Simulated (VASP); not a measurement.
# Ni (Fm-3m) in VASP: a series of runs

Runs on Ni. Level: PBEsol. Tasks: single point.

All numbers are computed with VASP 6.6.1; they aren't measurements. Logs are shortened: lines on timing, memory, paths and dates and some standing lists are left out, and cuts for length are marked.

### Step 1. The cell of the first run

Symmetry: Fm-3m, No. 225, cubic system. Conventional cell: a = 3.186 Å, b = 3.186 Å, c = 3.186 Å, α = 90.00°, β = 90.00°, γ = 90.00°. Ni (site symmetry m-3m) has 12 Ni at 2.25 Å within 3.0 Å.

### Step 2. Single point, PBEsol, collinear spin, ferromagnetic start (strain -0.080 along x and y, -0.080 along z)

Input file INCAR:

```
  PREC = Accurate
  ENCUT = 600
  EDIFF = 1E-6
  ISMEAR = 0
  SIGMA = 0.15
  LREAL = F
  LASPH = T
  NELM = 200
  ALGO = Normal
  ISIF = 2
  LWAVE = F
  LCHARG = F
  ISPIN = 2
  MAGMOM = 0.73
  LORBIT = 11
  LMAXMIX = 4
  GGA = PS
  NBANDS = 15
  GGA_COMPAT = F
```

Input file KPOINTS:

```
Automatic mesh
0
Gamma
  30 30 30
```

Input file POSCAR:

```
Ni
1.0
    0.0000000000      1.5930490118      1.5930490118
    1.5930490118      0.0000000000      1.5930490118
    1.5930490118      1.5930490118      0.0000000000
Ni
1
Direct
    0.0000000000      0.0000000000      0.0000000000
```

Potentials or basis: VASP PAW PBE potentials, release 64 (Ni).

The run is started by

```bash
$ cat potpaw_PBE.64/Ni/POTCAR > POTCAR
$ mpirun -np 1 vasp_std > vasp.out
```

OUTCAR:

```text
PREC = Accurate
   ENCUT = 600
   EDIFF = 1E-6
   ISMEAR = 0
   LREAL = F
   LASPH = T
   NELM = 200
   ISIF = 2
   ISPIN = 2
   LORBIT = 11
   GGA = PS

 ion  position               nearest neighbor table
   1  0.000  0.000  0.000-

  LATTYP: Found a face centered cubic cell.
 ALAT       =     3.1860980236

  Lattice vectors:

 A1 = (   0.0000000000,   1.5930490118,   1.5930490118)
 A2 = (   1.5930490118,   0.0000000000,   1.5930490118)
 A3 = (   1.5930490118,   1.5930490118,   0.0000000000)

Analysis of symmetry for initial positions (statically):
=====================================================================
 Subroutine PRICEL returns:
 Original cell was already a primitive cell.

 Routine SETGRP: Setting up the symmetry group for a
 face centered cubic supercell.

 Subroutine GETGRP returns: Found 48 space group operations
 (whereof 48 operations were pure point group operations)
 out of a pool of 48 trial point group operations.

The static configuration has the point symmetry O_h .

Analysis of symmetry for dynamics (positions and initial velocities):
=====================================================================
 Subroutine PRICEL returns:
 Original cell was already a primitive cell.

 Routine SETGRP: Setting up the symmetry group for a
 face centered cubic supercell.

 Subroutine GETGRP returns: Found 48 space group operations
 (whereof 48 operations were pure point group operations)
 out of a pool of 48 trial point group operations.

The dynamic configuration has the point symmetry O_h .

Analysis of structural, dynamic, and magnetic symmetry:
=====================================================================
 Subroutine PRICEL returns:
 Original cell was already a primitive cell.

 Routine SETGRP: Setting up the symmetry group for a
 face centered cubic supercell.

 Subroutine GETGRP returns: Found 48 space group operations
 (whereof 48 operations were pure point group operations)
 out of a pool of 48 trial point group operations.

The overall configuration has the point symmetry O_h .

 Subroutine INISYM returns: Found 48 space group operations
 (whereof 48 operations are pure point group operations),
 and found     1 'primitive' translations

----------------------------------------------------------------------------------------

                                     Primitive cell

  volume of cell :       8.0857

  direct lattice vectors                    reciprocal lattice vectors
     0.000000000  1.593049012  1.593049012    -0.313863539  0.313863539  0.313863539
     1.593049012  0.000000000  1.593049012     0.313863539 -0.313863539  0.313863539
     1.593049012  1.593049012  0.000000000     0.313863539  0.313863539 -0.313863539

[... 124 lines left out ...]
  ext. energy  EPLUGINS =         0.00000000
  ---------------------------------------------------
  free energy    TOTEN  =        -5.55949574 eV

  energy without entropy =       -5.54446858  energy(sigma->0) =       -5.55198216

 E-fermi :  14.1192     XC(G=0): -15.2958

 val. band max:       14.1190629529   @ k =  -0.4000   0.1667   0.0333
 cond. band min:      14.1203188662   @ k =   0.4000   0.3333   0.0333
 fundamental gap:      0.0012559133
 Fermi energy:        14.1192224456

 spin component 1

 k-point     1 :       0.0000    0.0000    0.0000
  band No.  band energies     occupation
      1       2.7930      1.00000
      2      10.7941      1.00000
      3      10.7941      1.00000
      4      10.7941      1.00000
      5      12.5775      1.00000
      6      12.5775      1.00000
      7      40.2267      0.00000
      8      46.5067      0.00000
      9      46.5067      0.00000
     10      46.5067      0.00000
     11      51.1314      0.00000
     12      51.1314      0.00000
     13      51.1314      0.00000
     14      52.8147      0.00000
[... 403 lines left out ...]
      4      11.1397      1.00000
      5      12.6078      1.00000
      6      12.8393      1.00000
      7      31.6173      0.00000
      8      40.4535      0.00000
      9      43.7056      0.00000
     10      46.5984      0.00000
     11      49.1368      0.00000
     12      51.7434      0.00000
     13      52.8135      0.00000
     14      58.0022      0.00000
     15      59.3994      0.00000

 [... further k-points ...]

 spin component 2

 k-point     1 :       0.0000    0.0000    0.0000
  band No.  band energies     occupation
      1       2.8077      1.00000
      2      11.4141      1.00000
      3      11.4141      1.00000
      4      11.4141      1.00000
      5      13.1041      1.00000
      6      13.1041      1.00000
      7      40.1701      0.00000
      8      46.5038      0.00000
      9      46.5038      0.00000
     10      46.5038      0.00000
     11      51.2732      0.00000
     12      51.2732      0.00000
     13      51.2732      0.00000
     14      52.7879      0.00000
[... 403 lines left out ...]
      4      11.7211      1.00000
      5      13.1808      1.00000
      6      13.4175      1.00000
      7      31.7989      0.00000
      8      40.4233      0.00000
      9      43.8194      0.00000
     10      46.6945      0.00000
     11      49.2007      0.00000
     12      51.7937      0.00000
     13      52.8662      0.00000
     14      58.8461      0.00000
     15      59.9989      0.00000

 [... further k-points ...]

------------------------ aborting loop because EDIFF is reached ----------------------------------------

  FORCE on cell =-STRESS in cart. coord.  units (eV):
  Direction    XX          YY          ZZ          XY          YZ          ZX
  --------------------------------------------------------------------------------------
  -------------------------------------------------------------------------------------
  Total        5.2426012      5.2426012      5.2426012      0.0000000      0.0000000     -0.0000000
  in kB     1038.8192687   1038.8192687   1038.8192687      0.0000000      0.0000000     -0.0000000
  external PRESSURE =    1038.8192687 kB  Pullay stress =       0.0000000 kB

 VOLUME and BASIS-vectors are now :
 -----------------------------------------------------------------------------
  energy-cutoff  :      600.00
  volume of cell :        8.09
      direct lattice vectors                 reciprocal lattice vectors
     0.000000000  1.593049012  1.593049012    -0.313863539  0.313863539  0.313863539
     1.593049012  0.000000000  1.593049012     0.313863539 -0.313863539  0.313863539
     1.593049012  1.593049012  0.000000000     0.313863539  0.313863539 -0.313863539

 POSITION                                       TOTAL-FORCE (eV/Angst)
 -----------------------------------------------------------------------------------
      0.00000      0.00000      0.00000         0.000000      0.000000      0.000000
 -----------------------------------------------------------------------------------
    total drift:                                0.000000     -0.000000      0.000000

  FREE ENERGIE OF THE ION-ELECTRON SYSTEM (eV)
  ---------------------------------------------------
  free  energy   TOTEN  =        -5.5594957359 eV

  energy  without entropy=       -5.5444685832  energy(sigma->0) =       -5.55198216

 total charge

# of ion       s       p       d       tot
------------------------------------------
    1        0.656   0.838   8.542  10.037

 magnetization (x)

# of ion       s       p       d       tot
------------------------------------------
    1       -0.006  -0.024   0.553   0.522
```

stdout:

```text
POSCAR found type information on POSCAR Ni
 POSCAR found :  1 types and       1 ions
 scaLAPACK will be used
 -----------------------------------------------------------------------------
|                                                                             |
|                                                                             |
|     You enforced a specific xc type in the INCAR file but a different       |
|     I HOPE YOU KNOW WHAT YOU ARE DOING!                                     |
|                                                                             |
 -----------------------------------------------------------------------------

 LDA part: xc-table for (Slater+PW92), standard interpolation
 POSCAR, INCAR and KPOINTS ok, starting setup
 FFT: planning ... GRIDC
 FFT: planning ... GRID_SOFT
 FFT: planning ... GRID
 WAVECAR not read
 entering main loop
```

Wall time 3.9 min (1 thread of Oxide Virtual Turin-like, shared host); peak memory 0.24 GiB.

Results:

| Item | Value |
| --- | --- |
| Free energy | -5.5595 eV |
| Pressure | 103.9 GPa |
| Net moment | 0.54 μB per cell |
| Site moments | Ni +0.52 μB |

Levels at points of the mesh, in eV from the Fermi level:
Spin up:
```csv
k point,band 3,band 4,band 5,band 6,band 7,band 8
"(0.00, 0.00, 0.00)",-3.33,-3.33,-1.54,-1.54,26.11,32.39
"(0.50, 0.00, 0.00)",-3.37,-0.90,-0.45,-0.45,8.18,24.46
"(0.50, 0.50, 0.00)",-0.42,-0.20,-0.20,2.67,12.21,17.78
```
Spin down:
```tsv
k point	band 3	band 4	band 5	band 6	band 7	band 8
(0.00, 0.00, 0.00)	-2.71	-2.71	-1.02	-1.02	26.05	32.38
(0.50, 0.00, 0.00)	-2.84	-0.89	0.20	0.20	8.57	24.40
(0.50, 0.50, 0.00)	0.14	0.53	0.53	2.70	12.47	17.83
```

Caveat: the cell differs from its parent crystal (strain -0.080 along x and y, -0.080 along z); the cell stands under pressure; the PAW data sets were made with another functional, which shifts forces and pressure a little.

### Step 3. Single point, PBEsol, collinear spin, ferromagnetic start (strain -0.040 along x and y, -0.040 along z)

Input file INCAR:

```
SYSTEM = Ni
PREC = Accurate
ENCUT = 600
EDIFF = 1E-6
ISMEAR = 0
SIGMA = 0.15
LREAL = .FALSE.
LASPH = .TRUE.
NELM = 200
ALGO = Normal
ISIF = 2
LWAVE = .FALSE.
LCHARG = .FALSE.
ISPIN = 2
MAGMOM = 0.73
LORBIT = 11
LMAXMIX = 4
GGA = PS
NBANDS = 15
GGA_COMPAT = .FALSE.
```

Input file KPOINTS:

```
Automatic mesh
0
G
  30 30 30
  0 0 0
```

Input file POSCAR:

```
Ni
1.0
    0.0000000000      1.6623120123      1.6623120123
    1.6623120123      0.0000000000      1.6623120123
    1.6623120123      1.6623120123      0.0000000000
Ni
1
Direct
    0.0000000000      0.0000000000      0.0000000000
```

Potentials or basis: VASP PAW PBE potentials, release 64 (Ni).

The run is started by

```bash
$ cat potpaw_PBE.64/Ni/POTCAR > POTCAR
$ mpirun -np 1 vasp_std > vasp.out
```

It took 5.3 min on 1 thread of Oxide Virtual Turin-like, shared host; peak memory 0.26 GiB.

The run converged. Its results:

| Quantity | Value |
| --- | --- |
| Free energy | -6.0210 eV |
| Pressure | 37.2 GPa |
| Net moment | 0.58 μB per cell |
| Site moments | Ni +0.58 μB |
| Valence electrons inside the program's atomic spheres | Ni 9.68 |

Levels at points of the mesh, in eV from the Fermi level:
Spin up:
```tsv
k point	band 1	band 2	band 3	band 4	band 5	band 6	band 7	band 8	band 9	band 10
(0.00, 0.00, 0.00)	-10.30	-2.88	-2.88	-2.88	-1.40	-1.40	25.11	30.31	30.31	30.31
(0.50, 0.00, 0.00)	-5.86	-2.90	-2.90	-0.66	-0.52	-0.52	6.98	23.52	27.70	27.70
(0.50, 0.50, 0.00)	-5.80	-5.18	-0.48	-0.32	-0.32	2.52	10.82	16.42	16.42	21.98
```
Spin down:
| k point | band 3 | band 4 | band 5 | band 6 | band 7 | band 8 |
| --- | --- | --- | --- | --- | --- | --- |
| (0.00, 0.00, 0.00) | -2.21 | -2.21 | -0.83 | -0.83 | 25.03 | 30.31 |
| (0.50, 0.00, 0.00) | -2.33 | -0.67 | 0.18 | 0.18 | 7.40 | 23.44 |
| (0.50, 0.50, 0.00) | 0.12 | 0.46 | 0.46 | 2.53 | 11.09 | 16.46 |

Caveat: the cell differs from its parent crystal (strain -0.040 along x and y, -0.040 along z); the cell stands under pressure; the PAW data sets were made with another functional, which shifts forces and pressure a little.

### Step 4. Single point, PBEsol, collinear spin, ferromagnetic start (strain +0.040 along x and y, +0.040 along z)

Input file INCAR:

```
SYSTEM = Ni
PREC = Accurate
ENCUT = 600
EDIFF = 1E-6
ISMEAR = 0
SIGMA = 0.15
LREAL = .False.
LASPH = .True.
NELM = 200
ALGO = Normal
ISIF = 2
LWAVE = .False.
LCHARG = .False.
ISPIN = 2
MAGMOM = 0.73
LORBIT = 11
LMAXMIX = 4
GGA = PS
NBANDS = 15
GGA_COMPAT = .False.
```

Input file KPOINTS:

```
Automatic mesh
0
Gamma
  30 30 30
  0 0 0
```

Input file POSCAR:

```
Ni
1.0
    0.0000000000      1.8008380133      1.8008380133
    1.8008380133      0.0000000000      1.8008380133
    1.8008380133      1.8008380133      0.0000000000
Ni
1
Direct
    0.0000000000      0.0000000000      0.0000000000
```

The run is started by

```bash
$ cat potpaw_PBE.64/Ni/POTCAR > POTCAR
$ mpirun -np 1 vasp_std > vasp.out
```

Run time: 4.7 min. Hardware: 1 thread of Oxide Virtual Turin-like, shared host; peak memory 0.29 GiB.

The run converged. Its results:

| Item | Value |
| --- | --- |
| Free energy | -6.0538 eV |
| Pressure | -20.1 GPa |
| Net moment | 0.64 μB per cell |
| Site moments | Ni +0.66 μB |
| Valence electrons inside the program's atomic spheres | Ni 9.20 |

Levels at points of the mesh, in eV from the Fermi level:
Spin up:
| k point | band 1 | band 2 | band 3 | band 4 | band 5 | band 6 | band 7 | band 8 | band 9 | band 10 |
| --- | --- | --- | --- | --- | --- | --- | --- | --- | --- | --- |
| (0.00, 0.00, 0.00) | -8.57 | -2.26 | -2.26 | -2.26 | -1.20 | -1.20 | 23.09 | 26.38 | 26.38 | 26.38 |
| (0.50, 0.00, 0.00) | -4.48 | -2.24 | -2.24 | -0.61 | -0.61 | -0.20 | 5.15 | 21.62 | 23.40 | 23.40 |
| (0.50, 0.50, 0.00) | -4.26 | -3.85 | -0.57 | -0.50 | -0.50 | 2.36 | 8.58 | 14.12 | 14.12 | 18.82 |
Spin down:
```tsv
k point	band 1	band 2	band 3	band 4	band 5	band 6	band 7	band 8	band 9	band 10
(0.00, 0.00, 0.00)	-8.59	-1.52	-1.52	-1.52	-0.57	-0.57	22.96	26.39	26.39	26.39
(0.50, 0.00, 0.00)	-4.05	-1.60	-1.60	-0.25	0.15	0.15	5.57	21.50	23.49	23.49
(0.50, 0.50, 0.00)	-3.88	-3.23	0.09	0.35	0.35	2.34	8.84	14.14	14.14	19.00
```

Caveat: the cell differs from its parent crystal (strain +0.040 along x and y, +0.040 along z); the cell stands under tension; the PAW data sets were made with another functional, which shifts forces and pressure a little.

### Step 5. Overview

```tsv
cell	gap on the mesh (eV)	pressure (GPa)	moment (μB)
a = 2.253 Å, angles 60.0°, 1 atom	none	103.9	0.54
a = 2.351 Å, angles 60.0°, 1 atom	none	37.2	0.58
a = 2.547 Å, angles 60.0°, 1 atom	none	-20.1	0.64
```

Alike in all rows: task single point; level PBEsol; potentials or basis VASP PAW PBE potentials, release 64 (Ni); spin collinear, ferromagnetic start; k mesh 30 × 30 × 30; cutoff (eV) 600; smearing gaussian 0.15 eV.

Caveats: the PAW data sets were made with another functional, which shifts forces and pressure a little; the cell stands under pressure (at least some runs); the cell stands under tension (at least some runs).

Total energies depend on the potentials used, so only differences within one code and one set of settings carry meaning.
